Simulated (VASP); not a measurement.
# ZnO (P6/mmm) in VASP: further runs

ZnO is run at these levels: PBE; tasks: relaxation of cell and atoms.

All numbers are computed with VASP 6.6.1; they aren't measurements. Logs are shortened: lines on timing, memory, paths and dates and some standing lists are left out, and cuts for length are marked.

## Step 1: The cell of the first run

It takes space group P6/mmm (No. 191, hexagonal). Conventional cell: a = 4.934 Å, b = 4.934 Å, c = 3.459 Å, α = 90.00°, β = 90.00°, γ = 120.00°. Zn (site symmetry 6/mmm) has 2 O at 1.73 Å within 2.3 Å. Within 2.3 Å of O (site symmetry 6/mmm) lie 2 Zn at 1.73 Å.

## Step 2: Relaxation of cell and atoms, PBE

Input file INCAR:

```
PREC = Accurate
ENCUT = 600
EDIFF = 1E-6
ISMEAR = 0
SIGMA = 0.02
LREAL = False
LASPH = True
NELM = 100
ALGO = Normal
ISIF = 3
LWAVE = False
LCHARG = False
GGA = PE
IBRION = 2
NSW = 100
EDIFFG = -0.01
```

Input file KPOINTS:

```
regular mesh
0
Gamma
  6 6 8
```

Input file POSCAR:

```
ZnO
1.0
    4.9340705468      0.0000000000      0.0000000000
   -2.4670352734      4.2730304376      0.0000000000
    0.0000000000      0.0000000000      3.4589746673
Zn O
1 1
Direct
    0.0000000000      0.0000000000      0.0000000000
    0.0000000000      0.0000000000      0.5000000000
```

Potentials or basis: VASP PAW PBE potentials, release 64 (Zn, O).

Launch:

```sh
cat potpaw_PBE.64/Zn/POTCAR potpaw_PBE.64/O/POTCAR > POTCAR
mpirun -np 1 vasp_std > vasp.out
```

OUTCAR:

```text
PREC = Accurate
   ENCUT = 600
   EDIFF = 1E-6
   ISMEAR = 0
   LREAL = False
   LASPH = True
   NELM = 100
   ISIF = 3
   GGA = PE
   IBRION = 2
   NSW = 100
   EDIFFG = -0.01

 ion  position               nearest neighbor table
   1  0.000  0.000  0.000-   2 1.73   2 1.73
   2  0.000  0.000  0.500-   1 1.73   1 1.73

  LATTYP: Found a hexagonal cell.
 ALAT       =     4.9340705468
 C/A-ratio  =     0.7010387538

  Lattice vectors:

 A1 = (   4.9340705468,   0.0000000000,   0.0000000000)
 A2 = (  -2.4670352734,   4.2730304376,   0.0000000000)
 A3 = (   0.0000000000,   0.0000000000,   3.4589746673)

Analysis of symmetry for initial positions (statically):
=====================================================================
 Subroutine PRICEL returns:
 Original cell was already a primitive cell.

 Routine SETGRP: Setting up the symmetry group for a
 hexagonal supercell.

 Subroutine GETGRP returns: Found 24 space group operations
 (whereof 24 operations were pure point group operations)
 out of a pool of 24 trial point group operations.

The static configuration has the point symmetry D_6h.

Analysis of symmetry for dynamics (positions and initial velocities):
=====================================================================
 Subroutine PRICEL returns:
 Original cell was already a primitive cell.

 Routine SETGRP: Setting up the symmetry group for a
 hexagonal supercell.

 Subroutine GETGRP returns: Found 24 space group operations
 (whereof 24 operations were pure point group operations)
 out of a pool of 24 trial point group operations.

The dynamic configuration has the point symmetry D_6h.

 Subroutine INISYM returns: Found 24 space group operations
 (whereof 24 operations are pure point group operations),
 and found     1 'primitive' translations

----------------------------------------------------------------------------------------

                                     Primitive cell

  volume of cell :      72.9271

  direct lattice vectors                    reciprocal lattice vectors
     4.934070547  0.000000000  0.000000000     0.202672416  0.117012974  0.000000000
    -2.467035273  4.273030438  0.000000000     0.000000000  0.234025948  0.000000000
     0.000000000  0.000000000  3.458974667     0.000000000  0.000000000  0.289103014

  length of vectors
     4.934070547  4.934070547  3.458974667     0.234025948  0.234025948  0.289103014

  position of ions in fractional coordinates (direct lattice)
     0.000000000  0.000000000  0.000000000
     0.000000000  0.000000000  0.500000000

  ion indices of the primitive-cell ions
   primitive index   ion index
                 1           1
                 2           2

----------------------------------------------------------------------------------------

 KPOINTS: regular mesh

Automatic generation of k-mesh.
 Grid dimensions read from file:
 generate k-points for:    6    6    8

 Generating k-lattice:

  Cartesian coordinates                     Fractional coordinates (reciprocal lattice)
     0.033778736  0.019502162  0.000000000     0.166666667  0.000000000  0.000000000
     0.000000000  0.039004325  0.000000000     0.000000000  0.166666667  0.000000000
     0.000000000  0.000000000  0.036137877     0.000000000  0.000000000  0.125000000

  Length of vectors
     0.039004325  0.039004325  0.036137877

  Shift w.r.t. Gamma in fractional coordinates (k-lattice)
     0.000000000  0.000000000  0.000000000

 Subroutine IBZKPT returns following result:
 ===========================================

 Found     35 irreducible k-points:

 Following reciprocal coordinates:
            Coordinates               Weight
  0.000000  0.000000  0.000000      1.000000
  0.166667  0.000000  0.000000      6.000000
  0.333333  0.000000  0.000000      6.000000
  0.500000  0.000000  0.000000      3.000000
  0.166667  0.166667  0.000000      6.000000
  0.333333  0.166667  0.000000     12.000000
[... 16 lines left out ...]
  0.166667  0.000000  0.375000     12.000000
  0.333333  0.000000  0.375000     12.000000
 [... further k-points ...]
   k-points           NKPTS =     35   k-points in BZ     NKDIM =     35   number of bands    NBANDS=     13
   number of dos      NEDOS =    301   number of ions     NIONS =      2
   total plane-waves  NPLWV =  44800
   dimension x,y,z NGX =    40 NGY =   40 NGZ =   28
   dimension x,y,z NGXF=    80 NGYF=   80 NGZF=   56
   ions per type =               1   1
   NGX,Y,Z   is equivalent  to a cutoff of  13.48, 13.48, 13.46 a.u.
   NGXF,Y,Z  is equivalent  to a cutoff of  26.95, 26.95, 26.91 a.u.
 SYSTEM =  unknown system
   PREC   = accura    normal or accurate (medium, high low for compatibility)
   ISTART =      0    job   : 0-new  1-cont  2-samecut
   ICHARG =      2    charge: 1-file 2-atom 10-const
   ISPIN  =      1    spin polarized calculation?
   LNONCOLLINEAR =      F non collinear calculations
   LSORBIT =      F    spin-orbit coupling
   LASPH  =      T    aspherical Exc in radial PAW
   ENCUT  =  600.0 eV  44.10 Ry    6.64 a.u.   9.85  9.85  6.91*2*pi/ulx,y,z
   NELM   =    100;   NELMIN=  2; NELMDL= -5     # of ELM steps
   EDIFF  = 0.1E-05   stopping-criterion for ELM
   LREAL  =      F    real-space projection
   EDIFFG = -.1E-01   stopping-criterion for IOM
   NSW    =    100    number of steps for IOM
   IBRION =      2    ionic relax: 0-MD 1-quasi-New 2-CG
   NFREE  =      1    steps in history (QN), initial steepest desc. (CG)
   ISIF   =      3    stress and relaxation
   ISYM   =      2    0-nonsym 1-usesym 2-fastsym
   POTIM  = 0.5000    time-step for ionic-motion
   TEBEG  =    0.0;   TEEND  =   0.0 temperature during run
   PSTRESS=    0.0 pullay stress
   NELECT =      18.0000    total number of electrons
   NUPDOWN=      -1.0000    fix difference up-down
   EMIN   =  10.00;   EMAX   =-10.00  energy-range for DOS
   EFERMI =   0.00;   METHOD = LEGACY
   ISMEAR =     0;   SIGMA  =   0.02  broadening in eV -4-tet -1-fermi 0-gaus
   EFERMI_NEDOS =   21; number of points for ismear=-14 and -15
   IALGO  =     38    algorithm
   IMIX   =      4    mixing-type and parameters
     AMIX     =   0.40;   BMIX     =  1.00
     AMIX_MAG =   1.60;   BMIX_MAG =  1.00
  volume/ion in A,a.u.               =      36.46       246.07
  Fermi-wavevector in a.u.,A,eV,Ry     =   1.026919  1.940595 14.348189  1.054562
  Thomas-Fermi vector in A             =   2.160837
   LORBIT       =      0    0 simple, 1 ext, 2 COOP (PROOUT), +10 PAW based schemes
   GGA     = PE    functional components
   LHFCALC =     F    Hartree Fock is set to
   AEXX    =    0.0000 exact exchange contribution
   IVDW    =     0    specifies the selected vdW correction
   LEPSILON=     F    determine dielectric tensor
   LRPA    =     F    only Hartree local field effects (RPA)
 conjugate gradient relaxation of ions
 non-spin polarized calculation
 Gauss-broadening in eV      SIGMA  =   0.02
  energy-cutoff  :      600.00
  volume of cell :       72.93
 maximum number of plane-waves:      2460
 NGX is ok and might be reduce to    40
   NGX = 19   NGY = 19   NGZ = 13

--------------------------------------- Ionic step        1  -------------------------------------------

 number of electron      17.9999988 magnetization

 Free energy of the ion-electron system (eV)
  ---------------------------------------------------
  ext. energy  EPLUGINS =         0.00000000
  ---------------------------------------------------
  free energy    TOTEN  =        -7.49912449 eV

  energy without entropy =       -7.49912449  energy(sigma->0) =       -7.49912449

------------------------ aborting loop because EDIFF is reached ----------------------------------------

  FORCE on cell =-STRESS in cart. coord.  units (eV):
  Direction    XX          YY          ZZ          XY          YZ          ZX
  --------------------------------------------------------------------------------------
  -------------------------------------------------------------------------------------
  Total       -0.0287532     -0.0287532      0.6082357      0.0000000     -0.0000000      0.0000000
  in kB       -0.6316964     -0.6316964     13.3626855      0.0000000     -0.0000000      0.0000000
  external PRESSURE =       4.0330975 kB  Pullay stress =       0.0000000 kB
[... 93 lines left out ...]
  energy  without entropy=       -7.5002798636  energy(sigma->0) =       -7.50027986

--------------------------------------- Ionic step        4  -------------------------------------------

 number of electron      17.9999991 magnetization

 Free energy of the ion-electron system (eV)
  ---------------------------------------------------
  ext. energy  EPLUGINS =         0.00000000
  ---------------------------------------------------
  free energy    TOTEN  =        -7.50028001 eV

  energy without entropy =       -7.50028001  energy(sigma->0) =       -7.50028001

 E-fermi :  -3.3844     XC(G=0):  -5.5209

 val. band max:       -3.5205381395   @ k =   0.0000   0.0000   0.5000
 cond. band min:      -1.7550039670   @ k =   0.0000   0.0000   0.0000
 fundamental gap:      1.7655341724
 Fermi energy:        -3.3844245506

 k-point     1 :       0.0000    0.0000    0.0000
  band No.  band energies     occupation
      1     -20.6030      2.00000
      2      -9.0721      2.00000
      3      -9.0721      2.00000
      4      -8.9636      2.00000
      5      -8.9636      2.00000
      6      -8.4399      2.00000
      7      -6.7703      2.00000
      8      -4.9593      2.00000
      9      -4.9593      2.00000
     10      -1.7550      0.00000
     11       5.0048      0.00000
     12       5.1593      0.00000
     13       5.1593      0.00000
[... 353 lines left out ...]
 k-point    24 :       0.3333    0.0000    0.3750
  band No.  band energies     occupation
      1     -19.9956      2.00000
      2     -11.0862      2.00000
      3      -9.4472      2.00000
      4      -9.4393      2.00000
      5      -9.0633      2.00000
      6      -9.0570      2.00000
      7      -6.4607      2.00000
      8      -3.8610      2.00000
      9      -3.7677      2.00000
     10       1.4082      0.00000
     11       3.0940      0.00000
     12       3.4772      0.00000
     13       5.1141      0.00000

 [... further k-points ...]
[... 5 lines left out ...]
  --------------------------------------------------------------------------------------
  -------------------------------------------------------------------------------------
  Total       -0.0113421     -0.0113421      0.0053600      0.0000000     -0.0000000      0.0000000
  in kB       -0.2483274     -0.2483274      0.1173528      0.0000000     -0.0000000      0.0000000
  external PRESSURE =      -0.1264340 kB  Pullay stress =       0.0000000 kB
[... 17 lines left out ...]
  FREE ENERGIE OF THE ION-ELECTRON SYSTEM (eV)
  ---------------------------------------------------
  free  energy   TOTEN  =        -7.5002800072 eV

  energy  without entropy=       -7.5002800072  energy(sigma->0) =       -7.50028001

 reached required accuracy - stopping structural energy minimisation
```

It took 29 s on 1 thread of Intel Xeon 6975P-C (Granite Rapids), shared host; peak memory 0.22 GiB.

Results:

- Free energy: -7.5003 eV
- Relaxed volume: 36.59 Å³/atom
- Relaxed cell: a = 4.933 Å, b = 4.933 Å, c = 3.472 Å, α = 90.00°, β = 90.00°, γ = 120.00°
- Space group after relaxing (to 0.05 Å): P6/mmm (No. 191)
- Energy gained by relaxing: 0.6 meV/atom
- Ionic steps: 4
- Pressure after relaxing: 0.0 GPa
- Band gap on the k mesh: 1.77 eV, indirect (least direct gap 3.20 eV)

The path:
| step | energy change (eV) | largest force (eV/Å) | pressure (GPa) | volume (Å³) |
| --- | --- | --- | --- | --- |
| 1 | 0.0000 | 0.0000 | 0.40 | 72.93 |
| 2 | 0.0077 | 0.0000 | -1.20 | 73.89 |
| 3 | -0.0012 | 0.0000 | -0.05 | 73.18 |
| 4 | -0.0012 | 0.0000 | -0.01 | 73.18 |

Final structure:
```
Zn O
1.0
     4.93318    0.00000    0.00000
    -2.46659    4.27226    0.00000
     0.00000    0.00000    3.47212
Zn O
1 1
Cartesian
  0.0000 0.0000 0.0000
  0.0000 0.0000 1.7361
```

A k mesh can miss the band edges. Expect the measured gap to be larger: semilocal functionals such as PBE lack the derivative discontinuity.

[end of part 1 of 2]
